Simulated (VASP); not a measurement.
# CdO (Fm-3m) in VASP: single point with PBE

Aim: the single point of CdO with PBE.

Program: VASP 6.6.1. These are calculated values, not measurements. Logs are shortened: lines on timing, memory, paths and dates and some standing lists are left out, and cuts for length are marked.

## Step 1: The cell of the first run

It takes space group Fm-3m (No. 225, cubic). The conventional cell has a = 4.699 Å, b = 4.699 Å, c = 4.699 Å, α = 90.00°, β = 90.00°, γ = 90.00°. Within 3.1 Å of Cd (site symmetry m-3m) lie 6 O at 2.35 Å. O (site symmetry m-3m) has 6 Cd at 2.35 Å within 3.1 Å.

## Step 2: Single point, PBE

Input file INCAR:

```
SYSTEM = CdO
PREC = Accurate ; ENCUT = 600
EDIFF = 1E-6 ; ISMEAR = -1
SIGMA = 0.1 ; LREAL = .False.
LASPH = .True. ; NELM = 120
ALGO = Normal ; ISIF = 2
LWAVE = .False. ; LCHARG = .False.
GGA = PE ; NBANDS = 16
GGA_COMPAT = .False.
```

Input file KPOINTS:

```
regular mesh
0
Gamma
  4 4 4
  0 0 0
```

Input file POSCAR:

```
CdO
1.0
    0.0000000000      2.3495000000      2.3495000000
    2.3495000000      0.0000000000      2.3495000000
    2.3495000000      2.3495000000      0.0000000000
Cd O
1 1
Direct
    0.0000000000      0.0000000000      0.0000000000
    0.5000000000      0.5000000000      0.5000000000
```

Potentials or basis: VASP PAW PBE potentials, release 64 (Cd, O).

Launch:

```
$ cat potpaw_PBE.64/Cd/POTCAR potpaw_PBE.64/O/POTCAR > POTCAR
$ mpirun -np 1 vasp_std > vasp.out
```

OUTCAR:

```text
SYSTEM = CdO
   PREC = Accurate
   ENCUT = 600
   EDIFF = 1E-6
   ISMEAR = -1
   LREAL = .False.
   LASPH = .True.
   NELM = 120
   ISIF = 2
   GGA = PE

 ion  position               nearest neighbor table
   1  0.000  0.000  0.000-   2 2.35   2 2.35   2 2.35   2 2.35   2 2.35   2 2.35
   2  0.500  0.500  0.500-   1 2.35   1 2.35   1 2.35   1 2.35   1 2.35   1 2.35

  LATTYP: Found a face centered cubic cell.
 ALAT       =     4.6990000000

  Lattice vectors:

 A1 = (   0.0000000000,   2.3495000000,   2.3495000000)
 A2 = (   2.3495000000,   0.0000000000,   2.3495000000)
 A3 = (   2.3495000000,   2.3495000000,   0.0000000000)

Analysis of symmetry for initial positions (statically):
=====================================================================
 Subroutine PRICEL returns:
 Original cell was already a primitive cell.

 Routine SETGRP: Setting up the symmetry group for a
 face centered cubic supercell.

 Subroutine GETGRP returns: Found 48 space group operations
 (whereof 48 operations were pure point group operations)
 out of a pool of 48 trial point group operations.

The static configuration has the point symmetry O_h .

Analysis of symmetry for dynamics (positions and initial velocities):
=====================================================================
 Subroutine PRICEL returns:
 Original cell was already a primitive cell.

 Routine SETGRP: Setting up the symmetry group for a
 face centered cubic supercell.

 Subroutine GETGRP returns: Found 48 space group operations
 (whereof 48 operations were pure point group operations)
 out of a pool of 48 trial point group operations.

The dynamic configuration has the point symmetry O_h .

 Subroutine INISYM returns: Found 48 space group operations
 (whereof 48 operations are pure point group operations),
 and found     1 'primitive' translations

----------------------------------------------------------------------------------------

                                     Primitive cell

  volume of cell :      25.9392

  direct lattice vectors                    reciprocal lattice vectors
     0.000000000  2.349500000  2.349500000    -0.212811236  0.212811236  0.212811236
     2.349500000  0.000000000  2.349500000     0.212811236 -0.212811236  0.212811236
     2.349500000  2.349500000  0.000000000     0.212811236  0.212811236 -0.212811236

  length of vectors
     3.322694765  3.322694765  3.322694765     0.368599874  0.368599874  0.368599874

  position of ions in fractional coordinates (direct lattice)
     0.000000000  0.000000000  0.000000000
     0.500000000  0.500000000  0.500000000

  ion indices of the primitive-cell ions
   primitive index   ion index
                 1           1
                 2           2

----------------------------------------------------------------------------------------

 KPOINTS: regular mesh

Automatic generation of k-mesh.
 Grid dimensions read from file:
 generate k-points for:    4    4    4

 Generating k-lattice:

  Cartesian coordinates                     Fractional coordinates (reciprocal lattice)
    -0.053202809  0.053202809  0.053202809     0.250000000  0.000000000  0.000000000
     0.053202809 -0.053202809  0.053202809     0.000000000  0.250000000  0.000000000
     0.053202809  0.053202809 -0.053202809     0.000000000  0.000000000  0.250000000

  Length of vectors
     0.092149968  0.092149968  0.092149968

  Shift w.r.t. Gamma in fractional coordinates (k-lattice)
     0.000000000  0.000000000  0.000000000

 Subroutine IBZKPT returns following result:
 ===========================================

 Found      8 irreducible k-points:

 Following reciprocal coordinates:
            Coordinates               Weight
  0.000000  0.000000  0.000000      1.000000
  0.250000  0.000000  0.000000      8.000000
  0.500000  0.000000  0.000000      4.000000
  0.250000  0.250000  0.000000      6.000000
  0.500000  0.250000  0.000000     24.000000
 -0.250000  0.250000  0.000000     12.000000
  0.500000  0.500000  0.000000      3.000000
 -0.250000  0.500000  0.250000      6.000000
   k-points           NKPTS =      8   k-points in BZ     NKDIM =      8   number of bands    NBANDS=     16
   number of dos      NEDOS =    301   number of ions     NIONS =      2
   total plane-waves  NPLWV =  21952
   dimension x,y,z NGX =    28 NGY =   28 NGZ =   28
   dimension x,y,z NGXF=    56 NGYF=   56 NGZF=   56
   ions per type =               1   1
   NGX,Y,Z   is equivalent  to a cutoff of  14.01, 14.01, 14.01 a.u.
   NGXF,Y,Z  is equivalent  to a cutoff of  28.02, 28.02, 28.02 a.u.
 SYSTEM =  CdO
   PREC   = accura    normal or accurate (medium, high low for compatibility)
   ISTART =      0    job   : 0-new  1-cont  2-samecut
   ICHARG =      2    charge: 1-file 2-atom 10-const
   ISPIN  =      1    spin polarized calculation?
   LNONCOLLINEAR =      F non collinear calculations
   LSORBIT =      F    spin-orbit coupling
   LASPH  =      T    aspherical Exc in radial PAW
   ENCUT  =  600.0 eV  44.10 Ry    6.64 a.u.   6.64  6.64  6.64*2*pi/ulx,y,z
   NELM   =    120;   NELMIN=  2; NELMDL= -5     # of ELM steps
   EDIFF  = 0.1E-05   stopping-criterion for ELM
   LREAL  =      F    real-space projection
[... 7 lines left out ...]
   TEBEG  =    0.0;   TEEND  =   0.0 temperature during run
   PSTRESS=    0.0 pullay stress
   NELECT =      18.0000    total number of electrons
   NUPDOWN=      -1.0000    fix difference up-down
   EMIN   =  10.00;   EMAX   =-10.00  energy-range for DOS
   EFERMI =   0.00;   METHOD = LEGACY
   ISMEAR =    -1;   SIGMA  =   0.10  broadening in eV -4-tet -1-fermi 0-gaus
   EFERMI_NEDOS =   21; number of points for ismear=-14 and -15
   IALGO  =     38    algorithm
   IMIX   =      4    mixing-type and parameters
     AMIX     =   0.40;   BMIX     =  1.00
     AMIX_MAG =   1.60;   BMIX_MAG =  1.00
  volume/ion in A,a.u.               =      12.97        87.52
  Fermi-wavevector in a.u.,A,eV,Ry     =   1.449373  2.738918 28.581522  2.100683
  Thomas-Fermi vector in A             =   2.567107
   LORBIT       =      0    0 simple, 1 ext, 2 COOP (PROOUT), +10 PAW based schemes
   GGA     = PE    functional components
   LHFCALC =     F    Hartree Fock is set to
   AEXX    =    0.0000 exact exchange contribution
   IVDW    =     0    specifies the selected vdW correction
   LEPSILON=     F    determine dielectric tensor
   LRPA    =     F    only Hartree local field effects (RPA)
 non-spin polarized calculation
  energy-cutoff  :      600.00
  volume of cell :       25.94
 maximum number of plane-waves:       893
 NGX is ok and might be reduce to    28
   NGX = 13   NGY = 13   NGZ = 13

 number of electron      18.0000002 magnetization

 Free energy of the ion-electron system (eV)
  ---------------------------------------------------
  ext. energy  EPLUGINS =         0.00000000
  ---------------------------------------------------
  free energy    TOTEN  =        -7.68532291 eV

  energy without entropy =       -7.67326593  energy(sigma->0) =       -7.67929442

 E-fermi :   2.2780     XC(G=0): -11.7008

 val. band max:        2.0351787853   @ k =   0.5000   0.0000   0.0000
 cond. band min:       4.6573871466   @ k =   0.2500   0.0000   0.0000
 fundamental gap:      2.6222083613
 Fermi energy:         2.2779602837

 k-point     1 :       0.0000    0.0000    0.0000
  band No.  band energies     occupation
      1     -15.3307      2.00000
      2      -4.6771      2.00000
      3      -4.6771      2.00000
      4      -4.6771      2.00000
      5      -4.3719      2.00000
      6      -4.3719      2.00000
[... 8 lines left out ...]
     15      20.2231      0.00000
     16      20.2231      0.00000

 k-point     2 :       0.2500    0.0000    0.0000
  band No.  band energies     occupation
      1     -14.9545      2.00000
      2      -5.0046      2.00000
      3      -4.8952      2.00000
      4      -4.8952      2.00000
      5      -4.3707      2.00000
      6      -4.3707      2.00000
[... 8 lines left out ...]
     15      21.5724      0.00000
     16      21.5724      0.00000

 k-point     3 :       0.5000    0.0000    0.0000
  band No.  band energies     occupation
      1     -14.5343      2.00000
      2      -5.6284      2.00000
      3      -5.2682      2.00000
      4      -5.2682      2.00000
      5      -4.1236      2.00000
      6      -4.1236      2.00000
[... 8 lines left out ...]
     15      23.2932      0.00000
     16      24.0799      0.00000

 k-point     4 :       0.2500    0.2500    0.0000
  band No.  band energies     occupation
      1     -14.9181      2.00000
      2      -5.0136      2.00000
      3      -4.9099      2.00000
      4      -4.4287      2.00000
      5      -4.4287      2.00000
      6      -4.2397      2.00000
[... 8 lines left out ...]
     15      25.3616      0.00000
     16      26.1127      0.00000

 k-point     5 :       0.5000    0.2500    0.0000
  band No.  band energies     occupation
      1     -14.6135      2.00000
      2      -5.1257      2.00000
      3      -4.8505      2.00000
      4      -4.7746      2.00000
      5      -4.1893      2.00000
      6      -4.0650      2.00000
[... 8 lines left out ...]
     15      24.5946      0.00000
     16      25.5609      0.00000

 k-point     6 :      -0.2500    0.2500    0.0000
  band No.  band energies     occupation
      1     -14.6466      2.00000
      2      -5.2731      2.00000
      3      -5.0882      2.00000
      4      -4.8672      2.00000
      5      -4.3101      2.00000
      6      -4.0495      2.00000
[... 8 lines left out ...]
     15      21.7210      0.00000
     16      22.9461      0.00000

 k-point     7 :       0.5000    0.5000    0.0000
  band No.  band energies     occupation
      1     -14.6869      2.00000
      2      -5.1364      2.00000
      3      -4.1051      2.00000
      4      -3.9850      2.00000
      5      -3.9850      2.00000
      6      -3.6726      2.00000
[... 8 lines left out ...]
     15      25.1596      0.00000
     16      27.9507      0.00000

 k-point     8 :      -0.2500    0.5000    0.2500
  band No.  band energies     occupation
      1     -14.5832      2.00000
      2      -4.8654      2.00000
      3      -4.8045      2.00000
      4      -4.8045      2.00000
      5      -3.9848      2.00000
      6      -3.7775      2.00000
[... 8 lines left out ...]
     15      20.7951      0.00000
     16      27.7592      0.00000

------------------------ aborting loop because EDIFF is reached ----------------------------------------

  FORCE on cell =-STRESS in cart. coord.  units (eV):
  Direction    XX          YY          ZZ          XY          YZ          ZX
  --------------------------------------------------------------------------------------
  -------------------------------------------------------------------------------------
  Total        1.2415369      1.2415369      1.2415369      0.0000000     -0.0000000      0.0000000
  in kB       76.6856086     76.6856086     76.6856086      0.0000000     -0.0000000      0.0000000
  external PRESSURE =      76.6856086 kB  Pullay stress =       0.0000000 kB

 VOLUME and BASIS-vectors are now :
 -----------------------------------------------------------------------------
  energy-cutoff  :      600.00
  volume of cell :       25.94
      direct lattice vectors                 reciprocal lattice vectors
     0.000000000  2.349500000  2.349500000    -0.212811236  0.212811236  0.212811236
     2.349500000  0.000000000  2.349500000     0.212811236 -0.212811236  0.212811236
     2.349500000  2.349500000  0.000000000     0.212811236  0.212811236 -0.212811236

 POSITION                                       TOTAL-FORCE (eV/Angst)
 -----------------------------------------------------------------------------------
      0.00000      0.00000      0.00000        -0.000000     -0.000000     -0.000000
      2.34950      2.34950      2.34950         0.000000      0.000000      0.000000
 -----------------------------------------------------------------------------------
    total drift:                                0.000000      0.000000      0.000000

  FREE ENERGIE OF THE ION-ELECTRON SYSTEM (eV)
  ---------------------------------------------------
  free  energy   TOTEN  =        -7.6853229129 eV

  energy  without entropy=       -7.6732659283  energy(sigma->0) =       -7.67929442
```

It took 13 s on 1 thread of Intel Xeon 8259CL, shared host; peak memory 0.15 GiB.

Results:

- Free energy: -7.6853 eV
- Pressure: 7.7 GPa
- Band gap on the k mesh: zero (bands 9 and 10 overlap by 0.43 eV)

Caveat: the k points lie up to 0.58 Å⁻¹ apart; semilocal functionals underestimate gaps, so a narrow gap can read as zero.
